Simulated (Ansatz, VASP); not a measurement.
**One calculation of KBr, two programs**

```xyz
2
Lattice="0.0000 3.3000 3.3000 3.3000 0.0000 3.3000 3.3000 3.3000 0.0000" Properties=species:S:1:pos:R:3 pbc="T T T"
Br    3.3000    3.3000    3.3000
K     0.0000    0.0000    0.0000
```

Alike in both runs: task single point; functional PBE-based screened hybrid with a share of 0.3 of exact exchange and HFSCREEN = 0.2; k mesh 4 × 4 × 4; occupations fermi-dirac, width 0.05 eV; no spin polarisation.

|  | VASP | Ansatz |
| --- | --- | --- |
| version | VASP 6.6.1 | Ansatz 0.2.0 |
| potentials or method | VASP PAW PBE potentials, release 64 (Br, K_sv), cutoff 520 eV | all-electron PAW datasets made for the crystal |

```csv
,VASP,Ansatz,Ansatz less VASP
gap on the k mesh at the Fermi level (eV),5.86,5.87,+0.005
least direct gap on the mesh (eV),5.86,5.87,+0.005
pressure (GPa),0.4,0.4,-0.02
```

VASP's potentials were made for PBE, not for PBE-based screened hybrid. Ansatz ran all-electron here, and VASP with PAW potentials.
